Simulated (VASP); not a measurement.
The system is CaSi3N2.

```
CELL_PARAMETERS angstrom
5.42180 0.00000 0.00000
-2.71090 4.69542 0.00000
0.00000 0.00000 3.26626
ATOMIC_POSITIONS crystal
Ca 0.00000 0.00000 0.00000
Si 0.50000 0.00000 0.50000
Si 0.50000 0.50000 0.50000
Si 0.00000 0.50000 0.50000
N 0.33333 0.66667 0.00000
N 0.66667 0.33333 0.00000
```

The cell was generated, and may not be a known phase.

- Program: VASP 6.6.1
- Task: relaxation of cell and atoms
- Functional: PBE
- Potentials or basis: VASP PAW PBE potentials, release 64 (Ca_sv, Si, N)
- Cutoff: 600 eV
- k mesh: 6 × 6 × 6
- Occupations: gaussian, width 0.1 eV
- Spin: no spin polarisation

At the start: pressure -7.1 GPa; volume 13.86 Å³/atom.

Question: Where does the relaxation end?

Answer: Over 9 steps the energy falls by 44.9 meV/atom and the volume is 12.60 Å³/atom (-9.1 %); space group P6/mmm (No. 191, to 0.1 Å) before and after.

Step by step:
```csv
step,energy change (eV),largest force (eV/Å),pressure (GPa),volume (Å³)
1,0.0000,0.0000,-7.12,83.15
2,-0.1643,0.0000,1.06,75.95
3,-0.1656,0.0000,0.29,76.48
4,-0.1808,0.0000,0.17,76.40
5,-0.2299,0.0000,-0.32,76.11
6,-0.2586,0.0000,-0.29,75.28
7,-0.2676,0.0000,-0.51,75.69
8,-0.2691,0.0000,-0.50,75.61
9,-0.2693,0.0000,-0.49,75.58
```

Final structure:
```xyz
6
Lattice="5.0459 0.0000 0.0000 -2.5229 4.3699 0.0000 0.0000 0.0000 3.4278" Properties=species:S:1:pos:R:3 pbc="T T T"
Ca    0.0000    0.0000    0.0000
Si    2.5229    0.0000    1.7139
Si    1.2615    2.1849    1.7139
Si   -1.2615    2.1849    1.7139
N     0.0000    2.9132    0.0000
N     2.5229    1.4566    0.0000
```
